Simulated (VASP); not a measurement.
# LiCl (P1) in VASP: relaxation of cell and atoms with PBE

Aim: the relaxation of cell and atoms of LiCl with PBE.

Program: VASP 6.6.1. These are calculated values, not measurements. Logs are shortened: lines on timing, memory, paths and dates and some standing lists are left out, and cuts for length are marked.

**1. The cell of the first run**

The typed cell holds 8 atoms: a = 3.585 Å, b = 6.783 Å, c = 6.692 Å, α = 90.28°, β = 89.86°, γ = 91.57°.

**2. Relaxation of cell and atoms, PBE**

INCAR reads:

```
SYSTEM = LiCl
  PREC = Accurate
  ENCUT = 600
  EDIFF = 1E-6
  ISMEAR = 0
  SIGMA = 0.1
  LREAL = .FALSE.
  LASPH = .TRUE.
  NELM = 100
  ALGO = Normal
  ISIF = 3
  LWAVE = .FALSE.
  LCHARG = .FALSE.
  GGA = PE
  IBRION = 2
  NSW = 80
  EDIFFG = -0.025
```

KPOINTS reads:

```
regular mesh
0
G
  4 2 2
  0 0 0
```

POSCAR reads:

```
LiCl
1.0
   -0.0491774689      0.0044096258      3.5848883886
    6.7819869349     -0.0165463625     -0.0926782661
   -0.0165463625      6.6920604451      0.0083102380
Li Cl
4 4
Direct
    0.5235633042      0.6492446389      0.6637161785
    0.2765663015      0.1747534904      0.8441206688
    0.9940285737      0.3519608719      0.2981839695
    0.7874335594      0.8312583308      0.1614232375
    0.0011125596      0.8271321084      0.8597945407
    0.7692496504      0.3606904833      0.6395144613
    0.4218285897      0.1339063967      0.1799807794
    0.2262174615      0.6710536796      0.3532661643
```

Potentials or basis: VASP PAW PBE potentials, release 64 (Li_sv, Cl).

Command:

```
cat potpaw_PBE.64/Li_sv/POTCAR potpaw_PBE.64/Cl/POTCAR > POTCAR
mpirun -np 1 vasp_std > vasp.out
```

OUTCAR:

```text
SYSTEM = LiCl
   PREC = Accurate
   ENCUT = 600
   EDIFF = 1E-6
   ISMEAR = 0
   LREAL = .FALSE.
   LASPH = .TRUE.
   NELM = 100
   ISIF = 3
   GGA = PE
   IBRION = 2
   NSW = 80
   EDIFFG = -0.025

 ion  position               nearest neighbor table
   1  0.524  0.649  0.664-   6 2.17   8 2.34   5 2.45   5 2.60
   2  0.277  0.175  0.844-   7 2.33   5 2.53   6 2.54   6 2.63
   3  0.994  0.352  0.298-   7 2.30   8 2.33   6 2.42   7 2.62
   4  0.787  0.831  0.161-   5 2.16   8 2.33   7 2.47   8 2.60
   5  0.001  0.827  0.860-   4 2.16   1 2.45   2 2.53   1 2.60
   6  0.769  0.361  0.640-   1 2.17   3 2.42   2 2.54   2 2.63
   7  0.422  0.134  0.180-   3 2.30   2 2.33   4 2.47   3 2.62
   8  0.226  0.671  0.353-   3 2.33   4 2.33   1 2.34   4 2.60

  LATTYP: Found a triclinic cell.
 ALAT       =     6.7826403287
 B/A-ratio  =     0.5285889003
 C/A-ratio  =     0.9866491125
 COS(alpha) =     0.0025055360
 COS(beta)  =     0.0049287638
 COS(gamma) =     0.0273811136

  Lattice vectors:

 A1 = (  -6.7819869349,   0.0165463625,   0.0926782661)
 A2 = (  -0.0491774689,   0.0044096258,   3.5848883886)
 A3 = (  -0.0165463625,   6.6920604451,   0.0083102380)

Analysis of symmetry for initial positions (statically):
=====================================================================
 Subroutine PRICEL returns:
 Original cell was already a primitive cell.

 Routine SETGRP: Setting up the symmetry group for a
 triclinic supercell.

 Subroutine GETGRP returns: Found  1 space group operations
 (whereof  1 operations were pure point group operations)
 out of a pool of  2 trial point group operations.

The static configuration has the point symmetry C_1 .

Analysis of symmetry for dynamics (positions and initial velocities):
=====================================================================
 Subroutine PRICEL returns:
 Original cell was already a primitive cell.

 Routine SETGRP: Setting up the symmetry group for a
 triclinic supercell.

 Subroutine GETGRP returns: Found  1 space group operations
 (whereof  1 operations were pure point group operations)
 out of a pool of  2 trial point group operations.

The dynamic configuration has the point symmetry C_1 .

 Subroutine INISYM returns: Found  1 space group operations
 (whereof  1 operations are pure point group operations),
 and found     1 'primitive' translations

----------------------------------------------------------------------------------------

                                     Primitive cell

  volume of cell :     162.6701

  direct lattice vectors                    reciprocal lattice vectors
    -0.049177469  0.004409626  3.584888389     0.003811831 -0.000337041  0.279001418
     6.781986935 -0.016546363 -0.092678266     0.147477938  0.000362133  0.002022656
    -0.016546363  6.692060445  0.008310238     0.000362133  0.149431926 -0.000178842

  length of vectors
     3.585228393  6.782640329  6.692086061     0.279027659  0.147492252  0.149432471

  position of ions in fractional coordinates (direct lattice)
     0.523563304  0.649244639  0.663716179
     0.276566301  0.174753490  0.844120669
     0.994028574  0.351960872  0.298183970
     0.787433559  0.831258331  0.161423238
     0.001112560  0.827132108  0.859794541
     0.769249650  0.360690483  0.639514461
     0.421828590  0.133906397  0.179980779
     0.226217461  0.671053680  0.353266164

  ion indices of the primitive-cell ions
   primitive index   ion index
                 1           1
                 2           2
                 3           3
                 4           4
                 5           5
                 6           6
                 7           7
                 8           8

----------------------------------------------------------------------------------------

 KPOINTS: regular mesh

Automatic generation of k-mesh.
 Grid dimensions read from file:
 generate k-points for:    4    2    2

 Generating k-lattice:

  Cartesian coordinates                     Fractional coordinates (reciprocal lattice)
     0.000952958 -0.000084260  0.069750354     0.250000000  0.000000000 -0.000000000
     0.073738969  0.000181066  0.001011328    -0.000000000  0.500000000 -0.000000000
     0.000181066  0.074715963 -0.000089421     0.000000000 -0.000000000  0.500000000

  Length of vectors
     0.069756915  0.073746126  0.074716236

  Shift w.r.t. Gamma in fractional coordinates (k-lattice)
     0.000000000  0.000000000  0.000000000

 Subroutine IBZKPT returns following result:
 ===========================================

 Found     12 irreducible k-points:

 Following reciprocal coordinates:
            Coordinates               Weight
  0.000000  0.000000  0.000000      1.000000
  0.250000  0.000000  0.000000      2.000000
  0.500000  0.000000  0.000000      1.000000
 -0.000000  0.500000  0.000000      1.000000
  0.250000  0.500000  0.000000      2.000000
  0.500000  0.500000  0.000000      1.000000
  0.000000  0.000000  0.500000      1.000000
  0.250000  0.000000  0.500000      2.000000
  0.500000  0.000000  0.500000      1.000000
 -0.000000  0.500000  0.500000      1.000000
  0.250000  0.500000  0.500000      2.000000
  0.500000  0.500000  0.500000      1.000000
   k-points           NKPTS =     12   k-points in BZ     NKDIM =     12   number of bands    NBANDS=     25
   number of dos      NEDOS =    301   number of ions     NIONS =      8
   total plane-waves  NPLWV =  87480
   dimension x,y,z NGX =    30 NGY =   54 NGZ =   54
   dimension x,y,z NGXF=    60 NGYF=  108 NGZF=  108
   ions per type =               4   4
   NGX,Y,Z   is equivalent  to a cutoff of  13.91, 13.24, 13.41 a.u.
   NGXF,Y,Z  is equivalent  to a cutoff of  27.82, 26.47, 26.83 a.u.
 SYSTEM =  LiCl
   PREC   = accura    normal or accurate (medium, high low for compatibility)
   ISTART =      0    job   : 0-new  1-cont  2-samecut
   ICHARG =      2    charge: 1-file 2-atom 10-const
   ISPIN  =      1    spin polarized calculation?
   LNONCOLLINEAR =      F non collinear calculations
   LSORBIT =      F    spin-orbit coupling
   LASPH  =      T    aspherical Exc in radial PAW
   ENCUT  =  600.0 eV  44.10 Ry    6.64 a.u.   7.16 13.55 13.37*2*pi/ulx,y,z
   NELM   =    100;   NELMIN=  2; NELMDL= -5     # of ELM steps
   EDIFF  = 0.1E-05   stopping-criterion for ELM
   LREAL  =      F    real-space projection
   EDIFFG = -.3E-01   stopping-criterion for IOM
   NSW    =     80    number of steps for IOM
   IBRION =      2    ionic relax: 0-MD 1-quasi-New 2-CG
   NFREE  =      1    steps in history (QN), initial steepest desc. (CG)
   ISIF   =      3    stress and relaxation
   ISYM   =      2    0-nonsym 1-usesym 2-fastsym
   POTIM  = 0.5000    time-step for ionic-motion
   TEBEG  =    0.0;   TEEND  =   0.0 temperature during run
   PSTRESS=    0.0 pullay stress
   NELECT =      40.0000    total number of electrons
   NUPDOWN=      -1.0000    fix difference up-down
   EMIN   =  10.00;   EMAX   =-10.00  energy-range for DOS
   EFERMI =   0.00;   METHOD = LEGACY
   ISMEAR =     0;   SIGMA  =   0.10  broadening in eV -4-tet -1-fermi 0-gaus
   EFERMI_NEDOS =   21; number of points for ismear=-14 and -15
   IALGO  =     38    algorithm
   IMIX   =      4    mixing-type and parameters
     AMIX     =   0.40;   BMIX     =  1.00
     AMIX_MAG =   1.60;   BMIX_MAG =  1.00
  volume/ion in A,a.u.               =      20.33       137.22
  Fermi-wavevector in a.u.,A,eV,Ry     =   1.025634  1.938166 14.312299  1.051924
  Thomas-Fermi vector in A             =   2.159484
   LORBIT       =      0    0 simple, 1 ext, 2 COOP (PROOUT), +10 PAW based schemes
   GGA     = PE    functional components
   LHFCALC =     F    Hartree Fock is set to
   AEXX    =    0.0000 exact exchange contribution
   IVDW    =     0    specifies the selected vdW correction
   LEPSILON=     F    determine dielectric tensor
   LRPA    =     F    only Hartree local field effects (RPA)
 conjugate gradient relaxation of ions
 non-spin polarized calculation
 Gauss-broadening in eV      SIGMA  =   0.10
  energy-cutoff  :      600.00
  volume of cell :      162.67
 maximum number of plane-waves:      5450
 NGX is ok and might be reduce to    30
   NGX = 15   NGY = 27   NGZ = 27

--------------------------------------- Ionic step        1  -------------------------------------------

 number of electron      40.0000015 magnetization

 Free energy of the ion-electron system (eV)
  ---------------------------------------------------
  ext. energy  EPLUGINS =         0.00000000
  ---------------------------------------------------
  free energy    TOTEN  =       -28.74032158 eV

  energy without entropy =      -28.74032158  energy(sigma->0) =      -28.74032158

------------------------ aborting loop because EDIFF is reached ----------------------------------------

  FORCE on cell =-STRESS in cart. coord.  units (eV):
  Direction    XX          YY          ZZ          XY          YZ          ZX
  --------------------------------------------------------------------------------------
  -------------------------------------------------------------------------------------
  Total        1.8953949      2.2374215      0.7290663      0.3202541     -0.1163388     -0.4052487
  in kB       18.6682033     22.0369053      7.1807505      3.1542598     -1.1458494     -3.9913924
  external PRESSURE =      15.9619531 kB  Pullay stress =       0.0000000 kB
[... 107 lines left out ...]
  FREE ENERGIE OF THE ION-ELECTRON SYSTEM (eV)
  ---------------------------------------------------
  free  energy   TOTEN  =       -29.0953046151 eV

  energy  without entropy=      -29.0953046151  energy(sigma->0) =      -29.09530462

[... ionic steps 4 to 11 ...]

--------------------------------------- Ionic step       12  -------------------------------------------

 number of electron      40.0000007 magnetization

------------------------ aborting loop because EDIFF is reached ----------------------------------------

  FORCE on cell =-STRESS in cart. coord.  units (eV):
  Direction    XX          YY          ZZ          XY          YZ          ZX
  --------------------------------------------------------------------------------------
  -------------------------------------------------------------------------------------
  Total        0.0425490      0.0166618      0.0799541     -0.0046786     -0.0037942      0.0102214
  in kB        0.4124529      0.1615129      0.7750433     -0.0453523     -0.0367798      0.0990821
  external PRESSURE =       0.4496697 kB  Pullay stress =       0.0000000 kB
[... 69 lines left out ...]
  energy  without entropy=      -29.2865035940  energy(sigma->0) =      -29.28650359

--------------------------------------- Ionic step       14  -------------------------------------------

 number of electron      40.0000008 magnetization

 Free energy of the ion-electron system (eV)
  ---------------------------------------------------
  ext. energy  EPLUGINS =         0.00000000
  ---------------------------------------------------
  free energy    TOTEN  =       -29.28706801 eV

  energy without entropy =      -29.28706801  energy(sigma->0) =      -29.28706801

 E-fermi :  -0.4203     XC(G=0):  -7.6617

 val. band max:       -0.9586582123   @ k =   0.0000   0.0000   0.0000
 cond. band min:       4.7526029011   @ k =   0.0000   0.0000   0.0000
 fundamental gap:      5.7112611134
 Fermi energy:        -0.4203300383

 k-point     1 :       0.0000    0.0000    0.0000
  band No.  band energies     occupation
      1     -44.3149      2.00000
      2     -44.2863      2.00000
      3     -44.2684      2.00000
      4     -44.2409      2.00000
      5     -13.8810      2.00000
      6     -13.5442      2.00000
[... 360 lines left out ...]
  FREE ENERGIE OF THE ION-ELECTRON SYSTEM (eV)
  ---------------------------------------------------
  free  energy   TOTEN  =       -29.2870680066 eV

  energy  without entropy=      -29.2870680066  energy(sigma->0) =      -29.28706801

 reached required accuracy - stopping structural energy minimisation
```

Run time: 14 min. Hardware: 1 thread of Intel Xeon 8259CL, shared host; peak memory 0.3 GiB.

What came out:

- Free energy: -29.2871 eV
- Relaxed volume: 20.70 Å³/atom
- Relaxed cell: a = 3.602 Å, b = 6.804 Å, c = 6.759 Å, α = 90.00°, β = 89.76°, γ = 89.70°
- Space group after relaxing (to 0.1 Å): P1 (No. 1)
- Energy gained by relaxing: 68.3 meV/atom
- Ionic steps: 14
- Pressure after relaxing: 0.0 GPa
- Largest force after relaxing: 0.018 eV/Å
- Band gap on the k mesh: 5.71 eV

Forces on the atoms (eV/Å):
```
Li  -0.002  0.008 -0.016
Li   0.010  0.001 -0.004
Li  -0.012  0.006  0.007
Li   0.002  0.002  0.002
Cl  -0.001  0.000 -0.011
Cl   0.006 -0.003  0.004
Cl  -0.003  0.003  0.012
Cl   0.000 -0.017  0.006
```

The path:
```csv
step,energy change (eV),largest force (eV/Å),pressure (GPa),volume (Å³)
1,0.0000,1.3697,1.60,162.67
2,-0.2187,0.8755,0.29,167.48
3,-0.3550,0.4123,-1.33,177.33
4,-0.4305,0.3271,-0.79,172.49
5,-0.4856,0.2210,0.50,163.51
6,-0.5160,0.1483,0.31,164.10
7,-0.5298,0.1213,0.11,164.86
8,-0.5372,0.0805,-0.03,165.74
9,-0.5415,0.0553,-0.22,167.10
10,-0.5442,0.0405,0.04,165.35
11,-0.5442,0.0399,0.08,165.12
12,-0.5456,0.0281,0.04,165.28
13,-0.5462,0.0289,0.01,165.47
14,-0.5467,0.0180,-0.02,165.63
```

Final structure:
```yaml
crystal:
  lattice:
    - [0.00977, 0.00712, 3.60176]
    - [6.80349, -0.00015, 0.01723]
    - [0.00063, 6.75921, 0.01473]
  atoms:
    - { symbol: Li, position: [0.50137, 0.65810, 0.66636] }
    - { symbol: Li, position: [0.26483, 0.15647, 0.83161] }
    - { symbol: Li, position: [0.97000, 0.34573, 0.33063] }
    - { symbol: Li, position: [0.76508, 0.84411, 0.16749] }
    - { symbol: Cl, position: [0.99696, 0.82897, 0.83008] }
    - { symbol: Cl, position: [0.76329, 0.32862, 0.67153] }
    - { symbol: Cl, position: [0.47319, 0.16901, 0.17160] }
    - { symbol: Cl, position: [0.26528, 0.66898, 0.33069] }
```

Caveat: the k points lie up to 0.46 Å⁻¹ apart in the final cell; the cutoff is under 1.25 times the usual one of these potentials, so pressure, stress and relaxed cells hold a basis-set (Pulay) error.
